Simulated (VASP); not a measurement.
# Al2O3 (P-6m2) in VASP: notebook

Al2O3 is run at these levels: PBEsol; tasks: single point.

All numbers are computed with VASP 6.6.1; they aren't measurements. Logs are shortened: lines on timing, memory, paths and dates and some standing lists are left out, and cuts for length are marked.

## (1) The cell of the first run

It takes space group P-6m2 (No. 187, hexagonal). Conventional cell: a = 2.740 Å, b = 2.740 Å, c = 10.345 Å, α = 90.00°, β = 90.00°, γ = 120.00°. Al (site symmetry 3m) has 6 O at 1.75 to 2.22 Å within 2.3 Å. O (site symmetry 3m) has 3 Al at 1.75 Å within 2.3 Å. Within 2.9 Å of O (site symmetry -6m2) lie 6 Al at 2.22 Å and 12 O at 2.74 to 2.79 Å.

## (2) Single point, PBEsol

Contents of INCAR:

```
PREC     = Accurate       # precision mode
ENCUT    = 520            # plane-wave cutoff, eV
EDIFF    = 1E-6           # SCF threshold, eV
ISMEAR   = 0              # smearing method
SIGMA    = 0.05           # smearing width, eV
LREAL    = False          # projectors in reciprocal space
LASPH    = True           # aspherical terms in the spheres
NELM     = 60             # most SCF steps
ALGO     = Normal         # electronic algorithm
ISIF     = 2              # what is computed and relaxed
LWAVE    = False          # write WAVECAR
LCHARG   = True           # write CHGCAR
GGA      = PS             # functional
LELF     = True           # ELF
LVHAR    = True         
NBANDS   = 20             # bands
```

Contents of KPOINTS:

```
Automatic mesh
0
Gamma
  12 12 2
```

Contents of POSCAR:

```
Al2O3
1.0
    2.7401087025      0.0000000000      0.0000000000
   -1.3700543465      2.3730037460      0.0000000000
    0.0000000000      0.0000000000     10.3454343047
Al O
2 3
Direct
    0.0000000000      0.0000000000      0.1499923300
    0.0000000000      0.0000000000      0.8500076700
    0.3333333333      0.6666666667      0.2223169200
    0.6666666667      0.3333333333      0.0000000000
    0.3333333333      0.6666666667      0.7776830800
```

Potentials or basis: VASP PAW PBE potentials, release 64 (Al, O).

The run is started by

```
cat potpaw_PBE.64/Al/POTCAR potpaw_PBE.64/O/POTCAR > POTCAR
mpirun -np 1 vasp_std > vasp.out
```

OUTCAR:

```text
PREC = Accurate
   ENCUT = 520
   EDIFF = 1E-6
   ISMEAR = 0
   LREAL = False
   LASPH = True
   NELM = 60
   ISIF = 2
   GGA = PS

 ion  position               nearest neighbor table
   1  0.000  0.000  0.150-   3 1.75   3 1.75   3 1.75   4 2.22   4 2.22   4 2.22   2 3.10
   2  0.000  0.000  0.850-   5 1.75   5 1.75   5 1.75   4 2.22   4 2.22   4 2.22   1 3.10
   3  0.333  0.667  0.222-   1 1.75   1 1.75   1 1.75
   4  0.667  0.333  0.000-   1 2.22   2 2.22   1 2.22   2 2.22   1 2.22   2 2.22
   5  0.333  0.667  0.778-   2 1.75   2 1.75   2 1.75

  LATTYP: Found a hexagonal cell.
 ALAT       =     2.7401087025
 C/A-ratio  =     3.7755561651

  Lattice vectors:

 A1 = (   2.7401087025,   0.0000000000,   0.0000000000)
 A2 = (  -1.3700543465,   2.3730037460,   0.0000000000)
 A3 = (   0.0000000000,   0.0000000000,  10.3454343047)

Analysis of symmetry for initial positions (statically):
=====================================================================
 Subroutine PRICEL returns:
 Original cell was already a primitive cell.

 Routine SETGRP: Setting up the symmetry group for a
 hexagonal supercell.

 Subroutine GETGRP returns: Found 12 space group operations
 (whereof 12 operations were pure point group operations)
 out of a pool of 24 trial point group operations.

The static configuration has the point symmetry D_3h.

Analysis of symmetry for dynamics (positions and initial velocities):
=====================================================================
 Subroutine PRICEL returns:
 Original cell was already a primitive cell.

 Routine SETGRP: Setting up the symmetry group for a
 hexagonal supercell.

 Subroutine GETGRP returns: Found 12 space group operations
 (whereof 12 operations were pure point group operations)
 out of a pool of 24 trial point group operations.

The dynamic configuration has the point symmetry D_3h.

 Subroutine INISYM returns: Found 12 space group operations
 (whereof 12 operations are pure point group operations),
 and found     1 'primitive' translations

----------------------------------------------------------------------------------------

                                     Primitive cell

  volume of cell :      67.2690

  direct lattice vectors                    reciprocal lattice vectors
     2.740108703  0.000000000  0.000000000     0.364949025  0.210703417  0.000000000
    -1.370054346  2.373003746  0.000000000     0.000000000  0.421406836  0.000000000
     0.000000000  0.000000000 10.345434305     0.000000000  0.000000000  0.096660998

  length of vectors
     2.740108703  2.740108701 10.345434305     0.421406836  0.421406836  0.096660998

  position of ions in fractional coordinates (direct lattice)
     0.000000000  0.000000000  0.149992330
     0.000000000  0.000000000  0.850007670
     0.333333333  0.666666667  0.222316920
     0.666666667  0.333333333  0.000000000
     0.333333333  0.666666667  0.777683080

  ion indices of the primitive-cell ions
   primitive index   ion index
                 1           1
                 2           2
                 3           3
                 4           4
                 5           5

----------------------------------------------------------------------------------------

 KPOINTS: Automatic mesh

Automatic generation of k-mesh.
 Grid dimensions read from file:
 generate k-points for:   12   12    2

 Generating k-lattice:

  Cartesian coordinates                     Fractional coordinates (reciprocal lattice)
     0.030412419  0.017558618  0.000000000     0.083333333  0.000000000  0.000000000
     0.000000000  0.035117236  0.000000000     0.000000000  0.083333333  0.000000000
     0.000000000  0.000000000  0.048330499     0.000000000  0.000000000  0.500000000

  Length of vectors
     0.035117236  0.035117236  0.048330499

  Shift w.r.t. Gamma in fractional coordinates (k-lattice)
     0.000000000  0.000000000  0.000000000

 Subroutine IBZKPT returns following result:
 ===========================================

 Found     38 irreducible k-points:

 Following reciprocal coordinates:
            Coordinates               Weight
  0.000000  0.000000  0.000000      1.000000
  0.083333  0.000000  0.000000      6.000000
  0.166667  0.000000  0.000000      6.000000
  0.250000  0.000000  0.000000      6.000000
  0.333333  0.000000  0.000000      6.000000
  0.416667  0.000000  0.000000      6.000000
[... 16 lines left out ...]
  0.250000  0.000000  0.500000      6.000000
  0.333333  0.000000  0.500000      6.000000
 [... further k-points ...]
   k-points           NKPTS =     38   k-points in BZ     NKDIM =     38   number of bands    NBANDS=     20
   number of dos      NEDOS =    301   number of ions     NIONS =      5
   total plane-waves  NPLWV =  32000
   dimension x,y,z NGX =    20 NGY =   20 NGZ =   80
   dimension x,y,z NGXF=    40 NGYF=   40 NGZF=  160
   ions per type =               2   3
   NGX,Y,Z   is equivalent  to a cutoff of  12.13, 12.13, 12.86 a.u.
   NGXF,Y,Z  is equivalent  to a cutoff of  24.27, 24.27, 25.71 a.u.
 SYSTEM =  unknown system
   PREC   = accura    normal or accurate (medium, high low for compatibility)
   ISTART =      0    job   : 0-new  1-cont  2-samecut
   ICHARG =      2    charge: 1-file 2-atom 10-const
   ISPIN  =      1    spin polarized calculation?
   LNONCOLLINEAR =      F non collinear calculations
   LSORBIT =      F    spin-orbit coupling
   LASPH  =      T    aspherical Exc in radial PAW
   ENCUT  =  520.0 eV  38.22 Ry    6.18 a.u.   5.09  5.09 19.24*2*pi/ulx,y,z
   NELM   =     60;   NELMIN=  2; NELMDL= -5     # of ELM steps
   EDIFF  = 0.1E-05   stopping-criterion for ELM
   LREAL  =      F    real-space projection
   EDIFFG = 0.1E-04   stopping-criterion for IOM
   NSW    =      0    number of steps for IOM
   IBRION =     -1    ionic relax: 0-MD 1-quasi-New 2-CG
   NFREE  =      0    steps in history (QN), initial steepest desc. (CG)
   ISIF   =      2    stress and relaxation
   ISYM   =      2    0-nonsym 1-usesym 2-fastsym
   POTIM  = 0.5000    time-step for ionic-motion
   TEBEG  =    0.0;   TEEND  =   0.0 temperature during run
   PSTRESS=    0.0 pullay stress
   NELECT =      24.0000    total number of electrons
   NUPDOWN=      -1.0000    fix difference up-down
   EMIN   =  10.00;   EMAX   =-10.00  energy-range for DOS
   EFERMI =   0.00;   METHOD = LEGACY
   ISMEAR =     0;   SIGMA  =   0.05  broadening in eV -4-tet -1-fermi 0-gaus
   EFERMI_NEDOS =   21; number of points for ismear=-14 and -15
   IALGO  =     38    algorithm
   IMIX   =      4    mixing-type and parameters
     AMIX     =   0.40;   BMIX     =  1.00
     AMIX_MAG =   1.60;   BMIX_MAG =  1.00
  volume/ion in A,a.u.               =      13.45        90.79
  Fermi-wavevector in a.u.,A,eV,Ry     =   1.161111  2.194181 18.343074  1.348178
  Thomas-Fermi vector in A             =   2.297686
   LORBIT       =      0    0 simple, 1 ext, 2 COOP (PROOUT), +10 PAW based schemes
   GGA     = PS    functional components
   LHFCALC =     F    Hartree Fock is set to
   AEXX    =    0.0000 exact exchange contribution
   IVDW    =     0    specifies the selected vdW correction
   LEPSILON=     F    determine dielectric tensor
   LRPA    =     F    only Hartree local field effects (RPA)
 non-spin polarized calculation
 Gauss-broadening in eV      SIGMA  =   0.05
  energy-cutoff  :      520.00
  volume of cell :       67.27
 maximum number of plane-waves:      1830
   NGX = 11   NGY = 11   NGZ = 39

 number of electron      23.9999990 magnetization

 Free energy of the ion-electron system (eV)
  ---------------------------------------------------
  ext. energy  EPLUGINS =         0.00000000
  ---------------------------------------------------
  free energy    TOTEN  =       -37.33657368 eV

  energy without entropy =      -37.33657368  energy(sigma->0) =      -37.33657368

 E-fermi :   1.5580     XC(G=0):  -8.4520

 val. band max:        1.2702312102   @ k =   0.0000   0.0000   0.5000
 cond. band min:       5.8237067367   @ k =   0.0000   0.0000   0.0000
 fundamental gap:      4.5534755265
 Fermi energy:         1.5580394231

 k-point     1 :       0.0000    0.0000    0.0000
  band No.  band energies     occupation
      1     -18.1701      2.00000
      2     -17.7773      2.00000
      3     -16.0301      2.00000
      4      -5.0413      2.00000
      5      -2.3600      2.00000
      6      -0.6495      2.00000
[... 12 lines left out ...]
     19      15.3459      0.00000
     20      16.8983      0.00000

 k-point     2 :       0.0833    0.0000    0.0000
  band No.  band energies     occupation
      1     -18.0766      2.00000
      2     -17.6975      2.00000
      3     -15.9695      2.00000
      4      -4.9490      2.00000
      5      -2.3278      2.00000
      6      -1.0943      2.00000
[... 12 lines left out ...]
     19      14.9802      0.00000
     20      16.1049      0.00000

 k-point     3 :       0.1667    0.0000    0.0000
  band No.  band energies     occupation
      1     -17.8094      2.00000
      2     -17.4714      2.00000
      3     -15.8000      2.00000
      4      -4.7086      2.00000
      5      -2.3263      2.00000
      6      -1.9576      2.00000
[... 12 lines left out ...]
     19      14.3109      0.00000
     20      15.4683      0.00000

 k-point     4 :       0.2500    0.0000    0.0000
  band No.  band energies     occupation
      1     -17.4103      2.00000
      2     -17.1407      2.00000
      3     -15.5602      2.00000
      4      -4.5170      2.00000
      5      -3.1523      2.00000
      6      -2.7106      2.00000
[... 429 lines left out ...]
 k-point    23 :       0.2500    0.0000    0.5000
  band No.  band energies     occupation
      1     -17.4102      2.00000
      2     -17.1408      2.00000
      3     -15.5602      2.00000
      4      -4.5174      2.00000
      5      -3.1517      2.00000
      6      -2.7134      2.00000
[... 12 lines left out ...]
     19      14.2397      0.00000
     20      14.7318      0.00000

 k-point    24 :       0.3333    0.0000    0.5000
  band No.  band energies     occupation
      1     -16.9579      2.00000
      2     -16.7789      2.00000
      3     -15.3136      2.00000
      4      -4.8194      2.00000
      5      -4.2076      2.00000
      6      -3.1616      2.00000
[... 12 lines left out ...]
     19      14.1073      0.00000
     20      15.1276      0.00000

 [... further k-points ...]
[... 5 lines left out ...]
  --------------------------------------------------------------------------------------
  -------------------------------------------------------------------------------------
  Total        7.8907557      7.8907557     -8.3516503      0.0000000     -0.0000000      0.0000000
  in kB      187.9378426    187.9378427   -198.9151874      0.0000004     -0.0000000      0.0000000
  external PRESSURE =      58.9868326 kB  Pullay stress =       0.0000000 kB

 VOLUME and BASIS-vectors are now :
 -----------------------------------------------------------------------------
  energy-cutoff  :      520.00
  volume of cell :       67.27
      direct lattice vectors                 reciprocal lattice vectors
     2.740108703  0.000000000  0.000000000     0.364949025  0.210703417  0.000000000
    -1.370054346  2.373003746  0.000000000     0.000000000  0.421406836  0.000000000
     0.000000000  0.000000000 10.345434305     0.000000000  0.000000000  0.096660998

 POSITION                                       TOTAL-FORCE (eV/Angst)
 -----------------------------------------------------------------------------------
      0.00000      0.00000      1.55174        -0.000000      0.000000     -2.189967
      0.00000      0.00000      8.79370        -0.000000      0.000000      2.189967
      0.00000      1.58200      2.29997         0.000000     -0.000000     -0.322535
      1.37005      0.79100      0.00000        -0.000000      0.000000     -0.000000
      0.00000      1.58200      8.04547         0.000000     -0.000000      0.322535
 -----------------------------------------------------------------------------------
    total drift:                                0.000002     -0.000001     -0.000000

  FREE ENERGIE OF THE ION-ELECTRON SYSTEM (eV)
  ---------------------------------------------------
  free  energy   TOTEN  =       -37.3365736750 eV

  energy  without entropy=      -37.3365736750  energy(sigma->0) =      -37.33657368
```

It took 52 s on 1 thread of Intel Xeon 8259CL, shared host; peak memory 0.19 GiB.

What came out:

```yaml
Free_energy: -37.3366 eV
Pressure: 5.9 GPa
Largest_force: 2.190 eV/Å
Band_gap_on_the_k_mesh: 4.55 eV, direct
```

Forces in eV/Å, atoms in the order of the input:
```
Al   0.000  0.000 -2.190
Al   0.000  0.000  2.190
O    0.000  0.000 -0.323
O    0.000  0.000  0.000
O    0.000  0.000  0.323
```

Caveat: the PAW data sets were made with another functional, which shifts forces and pressure a little. PBEsol gaps usually lie below the measured ones, often by a third to a half.

## (3) Single point, PBEsol

This run uses another cell than the first one, of the same volume but with other edges.

Contents of INCAR:

```
ALGO = Normal ; EDIFF = 1E-6
ENCUT = 520 ; GGA = PS
ISIF = 2 ; ISMEAR = 0
LASPH = True ; LCHARG = False
LREAL = False ; LWAVE = False
NBANDS = 20 ; NELM = 100
PREC = Accurate ; SIGMA = 0.05
```

Contents of KPOINTS:

```
k-points
0
Gamma
  12 12 2
```

Edit POSCAR of step 2 so:

```diff
@@ -2,5 +2,5 @@
 1.0
-    2.7401087025      0.0000000000      0.0000000000
-   -1.3700543465      2.3730037460      0.0000000000
-    0.0000000000      0.0000000000     10.3454343047
+    2.8122168262      0.0000000000      0.0000000000
+   -1.4061084082      2.4354512130      0.0000000000
+    0.0000000000      0.0000000000      9.8217009441
 Al O
```

Potentials or basis: VASP PAW PBE potentials, release 64 (Al, O).

The run is started by

```
cat potpaw_PBE.64/Al/POTCAR potpaw_PBE.64/O/POTCAR > POTCAR
mpirun -np 1 vasp_std > vasp.out
```

It took 70 s on 1 thread of Intel Xeon 8259CL, shared host; peak memory 0.21 GiB.

The run converged. Its results:

```
Free energy            : -37.9522 eV
Pressure               : 1.2 GPa
Largest force          : 1.156 eV/Å
Band gap on the k mesh : 5.14 eV, direct
```

Forces in eV/Å, atoms in the order of the input:
```
Al   0.000  0.000 -1.156
Al   0.000  0.000  1.156
O    0.000  0.000 -0.241
O    0.000  0.000  0.000
O    0.000  0.000  0.241
```

Stress tensor (GPa, compression positive):
```
  7.19   0.00   0.00
  0.00   7.19   0.00
  0.00   0.00 -10.79
```

Levels at points of the mesh, in eV from the valence-band top:
| k point | band 9 | band 10 | band 11 | band 12 | band 13 | band 14 | band 15 | band 16 |
| --- | --- | --- | --- | --- | --- | --- | --- | --- |
| (0.00, 0.00, 0.00) | -1.22 | -0.48 | 0.00 | 0.00 | 5.14 | 7.90 | 8.00 | 9.31 |
| (0.50, 0.00, 0.00) | -1.99 | -1.01 | -0.78 | -0.72 | 8.06 | 8.56 | 9.12 | 10.54 |
| (0.00, 0.00, 0.50) | -1.22 | -0.51 | 0.00 | 0.00 | 5.26 | 7.28 | 8.46 | 9.48 |
| (0.50, 0.00, 0.50) | -1.99 | -1.01 | -0.78 | -0.72 | 8.08 | 8.53 | 9.13 | 10.46 |

Caveat: the PAW data sets were made with another functional, which shifts forces and pressure a little.

[end of part 1 of 2]
